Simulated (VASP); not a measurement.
Runs of VASP 6.6.1 on BN. The cell holds a sheet with vacuum, 2 atoms: a = 2.498 Å, b = 2.498 Å, c = 16.000 Å, α = 90.00°, β = 90.00°, γ = 120.00°. 

```tsv
task	level	k mesh	cutoff (eV)	purpose	route	gap on the mesh (eV)
single point	PBEsol	10 × 10 × 1	520	levels	-	(a)
band structure	PBE	8 × 8 × 1	460	bands	fixed density (ICHARG 11)	(b)
single point	AM05	8 × 8 × 1	520	a run that is hard to end	-	4.04
band structure	PBE	13 × 13 × 1	640	bands	fixed density (ICHARG 11)	4.78
single point	PBEsol	20 × 20 × 1	720	levels	-	4.71
```

Alike in all rows: potentials or basis VASP PAW PBE potentials, release 64 (N, B); no spin polarisation; cell as given; smearing gaussian 0.03 eV.

Q: Fill in the values left out.

A: (a) 4.94; (b) 4.87.

A k mesh can miss the band edges.
